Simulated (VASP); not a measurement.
SiC:

```
Si C
1.0
     2.62012    0.00000    0.00000
     0.00000    2.62012    0.00000
     0.00000    0.00000    2.62012
Si C
1 1
Cartesian
  0.0000 0.0000 0.0000
  1.3101 1.3101 1.3101
```

Base run:

- Program: VASP 6.6.1
- Functional: PBE
- Potentials or basis: VASP PAW PBE potentials, release 64 (Si, C)
- Cutoff: 600 eV
- k mesh: 8 × 8 × 8
- Occupations: fermi-dirac, width 0.02 eV
- Spin: no spin polarisation

Its results: band gap on the k mesh zero (band 4 reaches 12.61 eV, above the bottom of band 5 at 8.73 eV); pressure 4.1 GPa.

Question: The run is repeated on the same cell with these changes: functional from PBE to r2SCAN; cutoff from 600 eV to 660 eV. What comes out?

Answer: Band gap on the k mesh zero (band 4 reaches 12.69 eV, above the bottom of band 5 at 8.68 eV); pressure 0.1 GPa.

Caveats: the PAW data sets were made with another functional, which shifts forces and pressure a little (some runs).
